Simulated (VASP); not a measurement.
A run of VASP 6.6.1:

File INCAR:

```
SYSTEM = MgO
PREC = Accurate
ENCUT = 600
EDIFF = 1E-6
ISMEAR = 0
SIGMA = 0.02
LREAL = .False.
LASPH = .True.
NELM = 60
ALGO = Normal
ISIF = 3
LWAVE = .False.
LCHARG = .False.
GGA = PE
IBRION = 2
NSW = 100
EDIFFG = -0.005
```

File KPOINTS:

```
regular mesh
0
Gamma
  10 10 10
  0 0 0
```

The input POSCAR:

```
MgO
1.0
    0.0000000000      2.1351500000      2.1351500000
    2.1351500000      0.0000000000      2.1351500000
    2.1351500000      2.1351500000      0.0000000000
Mg O
1 1
Direct
    0.0000000000      0.0000000000      0.0000000000
    0.5000000000      0.5000000000      0.5000000000
```

Potentials or basis: VASP PAW PBE potentials, release 64 (Mg, O).

Launch:

```bash
$ cat potpaw_PBE.64/Mg/POTCAR potpaw_PBE.64/O/POTCAR > POTCAR
$ mpirun -np 1 vasp_std > vasp.out
```

Hardware: 1 thread of Intel(R) Xeon(R) Platinum 8124M CPU @ 3.00GHz (Skylake/Cascade Lake), with other jobs on the host.

Problem. How long does it take, and how much memory?

Solution. Run time: 14 s on 1 thread of Intel(R) Xeon(R) Platinum 8124M CPU @ 3.00GHz (Skylake/Cascade Lake), on a shared host, peak memory 0.15 GiB. Counts: scf iterations 23, k points 47, ion steps 3.
